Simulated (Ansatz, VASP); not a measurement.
# ZnO: VASP beside Ansatz

```xyz
2
Lattice="0.0000 2.1037 2.1037 2.1037 0.0000 2.1037 2.1037 2.1037 0.0000" Properties=species:S:1:pos:R:3 pbc="T T T"
Zn    0.0000    0.0000    0.0000
O     2.1037    2.1037    2.1037
```

Change from the starting cell: volume scaled by 0.95, PAW files.

Alike in both runs: task electric field gradients; functional PBE; k mesh 10 × 10 × 10; occupations fermi-dirac, width 0.03 eV; no spin polarisation.

|  | VASP | Ansatz |
| --- | --- | --- |
| version | VASP 6.6.1 | Ansatz 0.2.0 |
| potentials or method | VASP PAW PBE potentials, release 64 (Zn, O_h) | PAW with Ansatz's default frozen-core files, scalar-relativistic |
| plane-wave cutoff (eV) | 1000 | 420 |
| valence electrons in the cell | 18 | 18 |

VASP gave:

| Item | Value |
| --- | --- |
| gap on the k mesh at the Fermi level (eV) | 1.12 |

Q: Which values does Ansatz return?

A: gap on the k mesh at the Fermi level (eV): 1.15.
